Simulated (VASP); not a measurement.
# CoPdO2 (R-3m) in VASP: a series of runs

CoPdO2 is run at these levels: PBEsol; tasks: single point.

Everything below comes from runs of VASP 6.6.1. Logs are shortened: lines on timing, memory, paths and dates and some standing lists are left out, and cuts for length are marked.

### 1 The cell of the first run

It takes space group R-3m (No. 166, trigonal). Conventional cell: a = 2.882 Å, b = 2.882 Å, c = 17.992 Å, α = 90.00°, β = 90.00°, γ = 120.00°. Pd (site symmetry -3m) has 2 O at 2.02 Å within 2.7 Å. Co (site symmetry -3m) has 6 O at 1.93 Å within 2.6 Å. Within 2.6 Å of O (site symmetry 3m) lie 3 Co at 1.93 Å and 1 Pd at 2.02 Å and 3 O at 2.56 Å.

### 2 Single point, PBEsol, collinear spin, ferromagnetic start (10.79 Å³/atom)

Contents of INCAR:

```
  PREC = Accurate
  ENCUT = 520
  EDIFF = 1E-6
  ISMEAR = -1
  SIGMA = 0.05
  LREAL = F
  LASPH = T
  NELM = 150
  ALGO = Normal
  ISIF = 2
  LWAVE = F
  LCHARG = T
  ISPIN = 2
  MAGMOM = 0 2 0 0
  LORBIT = 11
  LMAXMIX = 4
  GGA = PS
  LELF = T
  LVHAR = T
  NBANDS = 28
```

Contents of KPOINTS:

```
Automatic mesh
0
Gamma
  11 11 11
```

Contents of POSCAR:

```
CoPdO2
1.0
    1.4411715738      0.8320607961      5.9972281671
   -1.4411715738      0.8320607961      5.9972281671
    0.0000000000     -1.6641215921      5.9972281671
Pd Co O
1 1 2
Direct
    0.0000000000      0.0000000000      0.0000000000
    0.5000000000      0.5000000000      0.5000000000
    0.1124760000      0.1124760000      0.1124760000
    0.8875240000      0.8875240000      0.8875240000
```

Potentials or basis: VASP PAW PBE potentials, release 64 (Pd, Co, O).

Launch:

```sh
$ cat potpaw_PBE.64/Pd/POTCAR potpaw_PBE.64/Co/POTCAR potpaw_PBE.64/O/POTCAR > POTCAR
$ mpirun -np 1 vasp_std > vasp.out
```

OUTCAR:

```text
PREC = Accurate
   ENCUT = 520
   EDIFF = 1E-6
   ISMEAR = -1
   LREAL = F
   LASPH = T
   NELM = 150
   ISIF = 2
   ISPIN = 2
   LORBIT = 11
   GGA = PS

 ion  position               nearest neighbor table
   1  0.000  0.000  0.000-   3 2.02   4 2.02
   2  0.500  0.500  0.500-   3 1.93   4 1.93   3 1.93   3 1.93   4 1.93   4 1.93
   3  0.112  0.112  0.112-   2 1.93   2 1.93   2 1.93   1 2.02
   4  0.888  0.888  0.888-   2 1.93   2 1.93   2 1.93   1 2.02

  LATTYP: Found a trigonal (rhomboedric) cell.
 ALAT       =     6.2238289149
 COS(alpha) =     0.8927626487

  Lattice vectors:

 A1 = (   1.4411715738,   0.8320607961,   5.9972281671)
 A2 = (  -1.4411715738,   0.8320607961,   5.9972281671)
 A3 = (   0.0000000000,  -1.6641215921,   5.9972281671)

Analysis of symmetry for initial positions (statically):
=====================================================================
 Subroutine PRICEL returns:
 Original cell was already a primitive cell.

 Routine SETGRP: Setting up the symmetry group for a
 trigonal (rhombohedral) supercell.

 Subroutine GETGRP returns: Found 12 space group operations
 (whereof 12 operations were pure point group operations)
 out of a pool of 12 trial point group operations.

The static configuration has the point symmetry D_3d.

Analysis of symmetry for dynamics (positions and initial velocities):
=====================================================================
 Subroutine PRICEL returns:
 Original cell was already a primitive cell.

 Routine SETGRP: Setting up the symmetry group for a
 trigonal (rhombohedral) supercell.

 Subroutine GETGRP returns: Found 12 space group operations
 (whereof 12 operations were pure point group operations)
 out of a pool of 12 trial point group operations.

The dynamic configuration has the point symmetry D_3d.

Analysis of structural, dynamic, and magnetic symmetry:
=====================================================================
 Subroutine PRICEL returns:
 Original cell was already a primitive cell.

 Routine SETGRP: Setting up the symmetry group for a
 trigonal (rhombohedral) supercell.

 Subroutine GETGRP returns: Found 12 space group operations
 (whereof 12 operations were pure point group operations)
 out of a pool of 12 trial point group operations.

The overall configuration has the point symmetry D_3d.

 Subroutine INISYM returns: Found 12 space group operations
 (whereof 12 operations are pure point group operations),
 and found     1 'primitive' translations
[... 125 lines left out ...]
   LHFCALC =     F    Hartree Fock is set to
   AEXX    =    0.0000 exact exchange contribution
   IVDW    =     0    specifies the selected vdW correction
   LEPSILON=     F    determine dielectric tensor
   LRPA    =     F    only Hartree local field effects (RPA)
 spin polarized calculation
  energy-cutoff  :      520.00
  volume of cell :       43.15
 maximum number of plane-waves:      1189
   NGX = 23   NGY = 23   NGZ = 23

 number of electron      30.9999997 magnetization       0.0108384

 number of electron      30.9999997 magnetization      -0.0003422

 Free energy of the ion-electron system (eV)
  ---------------------------------------------------
  ext. energy  EPLUGINS =         0.00000000
  ---------------------------------------------------
  free energy    TOTEN  =       -27.64223879 eV

  energy without entropy =      -27.63869681  energy(sigma->0) =      -27.64046780

 E-fermi :   6.8992     XC(G=0): -12.4620

 val. band max:        6.7725167243   @ k =  -0.1818   0.1818   0.0000
 cond. band min:       7.0381164078   @ k =   0.4545   0.4545   0.0000
 fundamental gap:      0.2655996835
 Fermi energy:         6.8992269147

 spin component 1

 k-point     1 :       0.0000    0.0000    0.0000
  band No.  band energies     occupation
      1     -13.5288      1.00000
      2     -11.7453      1.00000
      3      -1.2232      1.00000
      4       1.1809      1.00000
      5       1.1809      1.00000
      6       2.1963      1.00000
[... 709 lines left out ...]
     26      24.4912      0.00000
     27      25.1211      0.00000

 [... further k-points ...]

 spin component 2

 k-point     1 :       0.0000    0.0000    0.0000
  band No.  band energies     occupation
      1     -13.5288      1.00000
      2     -11.7454      1.00000
      3      -1.2232      1.00000
      4       1.1807      1.00000
      5       1.1807      1.00000
      6       2.1961      1.00000
[... 709 lines left out ...]
     26      24.4911      0.00000
     27      25.1210      0.00000

 [... further k-points ...]

 [bands above 27 left out]

------------------------ aborting loop because EDIFF is reached ----------------------------------------

  FORCE on cell =-STRESS in cart. coord.  units (eV):
  Direction    XX          YY          ZZ          XY          YZ          ZX
  --------------------------------------------------------------------------------------
  -------------------------------------------------------------------------------------
  Total       -3.5413584     -3.5413584     -4.4077065     -0.0000000     -0.0000000      0.0000000
  in kB     -131.4945933   -131.4945933   -163.6630655     -0.0000000     -0.0000000      0.0000000
  external PRESSURE =    -142.2174174 kB  Pullay stress =       0.0000000 kB

 VOLUME and BASIS-vectors are now :
 -----------------------------------------------------------------------------
  energy-cutoff  :      520.00
  volume of cell :       43.15
      direct lattice vectors                 reciprocal lattice vectors
     1.441171574  0.832060796  5.997228167     0.346939954  0.200305876  0.055581233
    -1.441171574  0.832060796  5.997228167    -0.346939954  0.200305876  0.055581233
     0.000000000 -1.664121592  5.997228167     0.000000000 -0.400611752  0.055581233

 POSITION                                       TOTAL-FORCE (eV/Angst)
 -----------------------------------------------------------------------------------
      0.00000      0.00000      0.00000        -0.000000      0.000000     -0.000000
      0.00000      0.00000      8.99584         0.000000      0.000000     -0.000000
      0.00000      0.00000      2.02363        -0.000000      0.000000      0.258952
      0.00000      0.00000     15.96805        -0.000000     -0.000000     -0.258952
 -----------------------------------------------------------------------------------
    total drift:                                0.000000      0.000000     -0.000000

  FREE ENERGIE OF THE ION-ELECTRON SYSTEM (eV)
  ---------------------------------------------------
  free  energy   TOTEN  =       -27.6422387896 eV

  energy  without entropy=      -27.6386968072  energy(sigma->0) =      -27.64046780

 total charge

# of ion       s       p       d       tot
------------------------------------------
    1        0.449   0.431   8.423   9.302
    2        0.412   0.615   7.293   8.320
    3        1.554   3.392   0.000   4.946
    4        1.554   3.392   0.000   4.946
--------------------------------------------------
tot          3.968   7.830  15.715  27.514

 magnetization (x)

# of ion       s       p       d       tot
------------------------------------------
    1       -0.000   0.000   0.000   0.000
    2        0.000   0.000  -0.000  -0.000
    3       -0.000   0.000   0.000   0.000
    4       -0.000   0.000   0.000   0.000
--------------------------------------------------
tot         -0.000   0.000  -0.000  -0.000
```

stdout:

```text
POSCAR found type information on POSCAR PdCoO
 POSCAR found :  3 types and       4 ions
 scaLAPACK will be used
 -----------------------------------------------------------------------------
|                                                                             |
|                                                                             |
|     You enforced a specific xc type in the INCAR file but a different       |
|     I HOPE YOU KNOW WHAT YOU ARE DOING!                                     |
|                                                                             |
 -----------------------------------------------------------------------------

 LDA part: xc-table for (Slater+PW92), standard interpolation
 POSCAR, INCAR and KPOINTS ok, starting setup
 FFT: planning ... GRIDC
 FFT: planning ... GRID_SOFT
 FFT: planning ... GRID
 WAVECAR not read
 entering main loop
```

It took 18 min on 1 thread of AMD EPYC 9R45 (Zen 5), shared host; peak memory 0.56 GiB.

What came out:

```yaml
Free_energy: -27.6422 eV
Pressure: -14.2 GPa
Largest_force: 0.259 eV/Å
Net_moment: 0.00 μB per cell
Valence_electrons_inside_the_program's_atomic_spheres: Pd 9.30; Co 8.32; O 4.95
```

Forces on the atoms (eV/Å):
```
Pd   0.000  0.000  0.000
Co   0.000  0.000  0.000
O    0.000  0.000  0.259
O    0.000  0.000 -0.259
```

Caveat: the cell stands under tension; the PAW data sets were made with another functional, which shifts forces and pressure a little; semilocal functionals often make such compounds metallic where correlation or magnetic order opens a gap, which also shifts bond lengths. With open d or f shells a metallic result of PBEsol can be an artefact of self-interaction; +U or a hybrid may open a gap.

### 3 Single point, PBEsol, collinear spin, ferromagnetic start (11.21 Å³/atom)

This run uses another cell than the first one, of 11.21 Å³/atom.

Contents of INCAR:

```
SYSTEM = CoPdO2
PREC = Accurate
ENCUT = 520
EDIFF = 1E-7
ISMEAR = -1
SIGMA = 0.05
LREAL = .FALSE.
LASPH = .TRUE.
NELM = 150
ALGO = Normal
ISIF = 2
LWAVE = .FALSE.
LCHARG = .TRUE.
ISPIN = 2
MAGMOM = 0 2 0 0
LORBIT = 11
LMAXMIX = 4
GGA = PS
LELF = .TRUE.
LVHAR = .TRUE.
NBANDS = 28
```

Contents of KPOINTS:

```
regular mesh
0
G
  11 11 11
  0 0 0
```

Contents of POSCAR:

```
CoPdO2
1.0
    1.4597693873      0.8427982487      6.0746202923
   -1.4597693873      0.8427982487      6.0746202923
    0.0000000000     -1.6855964974      6.0746202923
Pd Co O
1 1 2
Direct
    0.0000000000      0.0000000000      0.0000000000
    0.5000000000      0.5000000000      0.5000000000
    0.1124760000      0.1124760000      0.1124760000
    0.8875240000      0.8875240000      0.8875240000
```

Potentials or basis: VASP PAW PBE potentials, release 64 (Pd, Co, O).

Launch:

```sh
$ cat potpaw_PBE.64/Pd/POTCAR potpaw_PBE.64/Co/POTCAR potpaw_PBE.64/O/POTCAR > POTCAR
$ mpirun -np 1 vasp_std > vasp.out
```

Run time: 20 min. Hardware: 1 thread of AMD EPYC 9R45 (Zen 5), shared host; peak memory 0.59 GiB.

Results (log left out):

* Free energy: -27.4603 eV
* Pressure: -20.3 GPa
* Largest force: 0.376 eV/Å
* Net moment: 0.00 μB per cell
* Valence electrons inside the program's atomic spheres: Pd 9.23; Co 8.22; O 4.92

Forces in eV/Å, atoms in the order of the input:
```
Pd   0.000  0.000  0.000
Co   0.000  0.000  0.000
O    0.000  0.000  0.376
O    0.000  0.000 -0.376
```

Stress tensor (GPa, compression positive):
```
-18.59   0.00   0.00
  0.00 -18.59   0.00
  0.00   0.00 -23.60
```

Levels at points of the mesh, in eV from the Fermi level:
Spin up:
```
           k point  band 12  band 13  band 14  band 15  band 16  band 17  band 18  band 19  band 20  band 21
(0.00, 0.00, 0.00)    -1.38    -1.38    -1.18    -1.18    -0.74     1.96     1.96     2.62     6.31     8.71
```
Spin down:
| k point | band 12 | band 13 | band 14 | band 15 | band 16 | band 17 | band 18 | band 19 | band 20 | band 21 |
| --- | --- | --- | --- | --- | --- | --- | --- | --- | --- | --- |
| (0.00, 0.00, 0.00) | -1.38 | -1.38 | -1.18 | -1.18 | -0.74 | 1.96 | 1.96 | 2.62 | 6.31 | 8.71 |

Caveat: the cell stands under tension; the PAW data sets were made with another functional, which shifts forces and pressure a little; semilocal functionals often make such compounds metallic where correlation or magnetic order opens a gap, which also shifts bond lengths.

### 4 Single point, PBEsol, collinear spin, ferromagnetic start

This run uses another cell than the first one, of 10.36 Å³/atom.

Contents of INCAR:

```
PREC = Accurate ; ENCUT = 520
EDIFF = 1E-6 ; ISMEAR = -1
SIGMA = 0.05 ; LREAL = False
LASPH = True ; NELM = 150
ALGO = Normal ; ISIF = 2
LWAVE = False ; LCHARG = False
ISPIN = 2 ; MAGMOM = 0 2 0 0
LORBIT = 11 ; LMAXMIX = 4
GGA = PS ; NBANDS = 28
```

Contents of KPOINTS:

```
regular mesh
0
Gamma
  11 11 11
```

Contents of POSCAR:

```
CoPdO2
1.0
    1.4220809608      0.8210388255      5.9177853274
   -1.4220809608      0.8210388255      5.9177853274
    0.0000000000     -1.6420776510      5.9177853274
Pd Co O
1 1 2
Direct
    0.0000000000      0.0000000000      0.0000000000
    0.5000000000      0.5000000000      0.5000000000
    0.1124760000      0.1124760000      0.1124760000
    0.8875240000      0.8875240000      0.8875240000
```

Potentials or basis: VASP PAW PBE potentials, release 64 (Pd, Co, O).

Launch:

```sh
$ cat potpaw_PBE.64/Pd/POTCAR potpaw_PBE.64/Co/POTCAR potpaw_PBE.64/O/POTCAR > POTCAR
$ mpirun -np 1 vasp_std > vasp.out
```

OUTCAR:

```text
PREC = Accurate
   ENCUT = 520
   EDIFF = 1E-6
   ISMEAR = -1
   LREAL = False
   LASPH = True
   NELM = 150
   ISIF = 2
   ISPIN = 2
   LORBIT = 11
   GGA = PS

 ion  position               nearest neighbor table
   1  0.000  0.000  0.000-   3 2.00   4 2.00
   2  0.500  0.500  0.500-   3 1.90   4 1.90   3 1.90   3 1.90   4 1.90   4 1.90
   3  0.112  0.112  0.112-   2 1.90   2 1.90   2 1.90   1 2.00
   4  0.888  0.888  0.888-   2 1.90   2 1.90   2 1.90   1 2.00

  LATTYP: Found a trigonal (rhomboedric) cell.
 ALAT       =     6.1413843874
 COS(alpha) =     0.8927626487

  Lattice vectors:

 A1 = (   1.4220809608,   0.8210388255,   5.9177853274)
 A2 = (  -1.4220809608,   0.8210388255,   5.9177853274)
 A3 = (   0.0000000000,  -1.6420776510,   5.9177853274)

Analysis of symmetry for initial positions (statically):
=====================================================================
[... 1650 lines left out ...]

  FORCE on cell =-STRESS in cart. coord.  units (eV):
  Direction    XX          YY          ZZ          XY          YZ          ZX
  --------------------------------------------------------------------------------------
  -------------------------------------------------------------------------------------
  Total       -1.6434079     -1.6434079     -1.8863760     -0.0000000     -0.0000000      0.0000000
  in kB      -63.5122488    -63.5122487    -72.9021555     -0.0000000     -0.0000000      0.0000000
  external PRESSURE =     -66.6422177 kB  Pullay stress =       0.0000000 kB

 VOLUME and BASIS-vectors are now :
 -----------------------------------------------------------------------------
  energy-cutoff  :      520.00
  volume of cell :       41.46
      direct lattice vectors                 reciprocal lattice vectors
     1.422080961  0.821038825  5.917785327     0.351597422  0.202994866  0.056327378
    -1.422080961  0.821038825  5.917785327    -0.351597422  0.202994866  0.056327378
     0.000000000 -1.642077651  5.917785327     0.000000000 -0.405989733  0.056327378

 POSITION                                       TOTAL-FORCE (eV/Angst)
 -----------------------------------------------------------------------------------
      0.00000      0.00000      0.00000        -0.000000      0.000000     -0.000000
      0.00000      0.00000      8.87668         0.000000      0.000000      0.000000
      0.00000      0.00000      1.99683        -0.000000      0.000000      0.125617
      0.00000      0.00000     15.75653        -0.000000     -0.000000     -0.125617
 -----------------------------------------------------------------------------------
    total drift:                                0.000000      0.000000     -0.000000

  FREE ENERGIE OF THE ION-ELECTRON SYSTEM (eV)
  ---------------------------------------------------
  free  energy   TOTEN  =       -27.7525502362 eV

  energy  without entropy=      -27.7499959826  energy(sigma->0) =      -27.75127311

 total charge

# of ion       s       p       d       tot
------------------------------------------
    1        0.470   0.472   8.442   9.385
    2        0.433   0.665   7.337   8.436
    3        1.554   3.418   0.000   4.972
    4        1.554   3.418   0.000   4.972
--------------------------------------------------
tot          4.010   7.973  15.780  27.764

 magnetization (x)

# of ion       s       p       d       tot
------------------------------------------
    1       -0.000  -0.000  -0.000  -0.000
    2       -0.000   0.000   0.000   0.000
    3       -0.000  -0.000   0.000  -0.000
    4       -0.000  -0.000   0.000  -0.000
--------------------------------------------------
tot         -0.000  -0.000   0.000   0.000
```

OSZICAR:

```text
N       E                     dE             d eps       ncg     rms          rms(c)
DAV:   1     0.242386349209E+03    0.24239E+03   -0.14289E+04 16392   0.122E+03
DAV:   2    -0.141356149778E+02   -0.25652E+03   -0.22872E+03 17000   0.311E+02
DAV:   3    -0.328545771057E+02   -0.18719E+02   -0.17988E+02 18844   0.923E+01
DAV:   4    -0.331401007256E+02   -0.28552E+00   -0.28490E+00 18480   0.113E+01
DAV:   5    -0.331469896039E+02   -0.68889E-02   -0.68880E-02 21028   0.175E+00    0.298E+01
DAV:   6    -0.596569971256E+02   -0.26510E+02   -0.15549E+02 19540   0.134E+02    0.760E+01
DAV:   7    -0.336234642737E+02    0.26034E+02   -0.21070E+01 21780   0.671E+01    0.281E+01
DAV:   8    -0.282055855029E+02    0.54179E+01   -0.10581E+01 19312   0.938E+01    0.104E+01
DAV:   9    -0.280177368388E+02    0.18785E+00   -0.27130E+00 19772   0.125E+01    0.665E+00
DAV:  10    -0.277552845004E+02    0.26245E+00   -0.28683E-01 23204   0.846E+00    0.262E+00
DAV:  11    -0.277500101398E+02    0.52744E-02   -0.96637E-02 22528   0.297E+00    0.120E+00
DAV:  12    -0.277522304127E+02   -0.22203E-02   -0.59559E-03 23068   0.803E-01    0.373E-01
DAV:  13    -0.277526185670E+02   -0.38815E-03   -0.13089E-03 20580   0.330E-01    0.134E-01
DAV:  14    -0.277525511431E+02    0.67424E-04   -0.22984E-04 23384   0.136E-01    0.606E-02
DAV:  15    -0.277525541585E+02   -0.30154E-05   -0.39094E-05 23956   0.855E-02    0.316E-02
DAV:  16    -0.277525516103E+02    0.25482E-05   -0.50192E-06 19620   0.247E-02    0.154E-02
DAV:  17    -0.277525504691E+02    0.11412E-05   -0.12041E-06 11196   0.184E-02    0.529E-03
DAV:  18    -0.277525502362E+02    0.23294E-06   -0.66067E-07  9328   0.110E-02
   1 F= -.27752550E+02 E0= -.27751273E+02  d E =-.255425E-02  mag=    -0.0000
```

stdout:

```text
POSCAR found type information on POSCAR PdCoO
 POSCAR found :  3 types and       4 ions
 scaLAPACK will be used
 -----------------------------------------------------------------------------
|                                                                             |
|                                                                             |
|     You enforced a specific xc type in the INCAR file but a different       |
|     I HOPE YOU KNOW WHAT YOU ARE DOING!                                     |
|                                                                             |
 -----------------------------------------------------------------------------

 LDA part: xc-table for (Slater+PW92), standard interpolation
 POSCAR, INCAR and KPOINTS ok, starting setup
 FFT: planning ... GRIDC
 FFT: planning ... GRID_SOFT
 FFT: planning ... GRID
 WAVECAR not read
 entering main loop
```

It took 9.6 min on 1 thread of Intel Xeon 6975P-C (Granite Rapids), shared host; peak memory 0.59 GiB.

Results:

| Item | Value |
| --- | --- |
| Free energy | -27.7526 eV |
| Pressure | -6.7 GPa |
| Largest force | 0.126 eV/Å |
| Net moment | 0.00 μB per cell |
| Valence electrons inside the program's atomic spheres | Pd 9.38; Co 8.44; O 4.97 |

Forces in eV/Å, atoms in the order of the input:
```
Pd   0.000  0.000  0.000
Co   0.000  0.000  0.000
O    0.000  0.000  0.126
O    0.000  0.000 -0.126
```

Caveat: the cell stands under tension; the PAW data sets were made with another functional, which shifts forces and pressure a little; semilocal functionals often make such compounds metallic where correlation or magnetic order opens a gap, which also shifts bond lengths. With open d or f shells a metallic result of PBEsol can be an artefact of self-interaction; +U or a hybrid may open a gap.
